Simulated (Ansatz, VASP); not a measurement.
# Ti5C6: VASP beside Ansatz

```
C Ti
1.0
     3.06384    0.00000    0.00000
    -1.53192    2.65336    0.00000
     0.00000    0.00000   27.50807
C Ti
6 5
Cartesian
  0.0000 1.7689 7.6210
  0.0000 0.0000 9.9958
  1.5319 0.8845 12.4985
  0.0000 1.7689 15.0095
  0.0000 0.0000 17.5122
  1.5319 0.8845 19.8870
  1.5319 0.8845 8.7411
  0.0000 1.7689 11.2549
  0.0000 0.0000 13.7540
  1.5319 0.8845 16.2532
  0.0000 1.7689 18.7669
```

Alike in both runs: functional PBE; k mesh 12 × 12 × 1; occupations gaussian, width 0.1 eV; no spin polarisation.

Ansatz relaxed the structure, and its values are those at the end. VASP's run is a single point on that final structure, the one shown.

|  | VASP | Ansatz |
| --- | --- | --- |
| version | VASP 6.6.1 | Ansatz 0.2.0 |
| potentials or method | VASP PAW PBE potentials, release 64 (C, Ti_sv), cutoff 520 eV | scalar-relativistic, plane waves, PAW |
| valence electrons in the cell | 84 | 84 |

```csv
,VASP,Ansatz,Ansatz less VASP
gap on the k mesh at the Fermi level (eV),none,none,-
rms of the force components (eV/Å),0.005,0.005,-0.0004
```

A gap of «none» marks a metal or a gap that the smearing closes. The functional is the same, so the differences come from potentials, cutoffs and numerics.
